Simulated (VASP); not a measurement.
C, 2 atoms in the cell. Symmetry: Fd-3m, No. 227, cubic system. Conventional cell: a = 3.567 Å, b = 3.567 Å, c = 3.567 Å, α = 90.00°, β = 90.00°, γ = 90.00°. Within 2.1 Å of C (site symmetry -43m) lie 4 C at 1.54 Å. 

| Property | Result |
| --- | --- |
| Program | VASP 6.6.1 |
| Task | single point |
| Functional | PBE |
| Potentials or basis | VASP PAW PBE potentials, release 64 (C) |
| Cutoff | 520 eV |
| k mesh | 10 × 10 × 10 |
| Occupations | gaussian, width 0.01 eV |
| Spin | no spin polarisation |
| Dipole correction | no |
| Further INCAR settings | ALGO = Normal; EDIFF = 1e-07; NBANDS = 11 |

Potentials or basis: VASP PAW PBE potentials, release 64 (C).

The run is started by

```console
$ cat potpaw_PBE.64/C/POTCAR > POTCAR
$ mpirun -np 1 vasp_std > vasp.out
```

Hardware: 1 thread of AMD EPYC 7R13, with other jobs on the host.

Problem. Estimate the wall time of this run.

Solution. It took 13 s on 1 thread of AMD EPYC 7R13, with other jobs on the host, peak memory 0.09 GiB. Counts: scf iterations 11, k points 47.
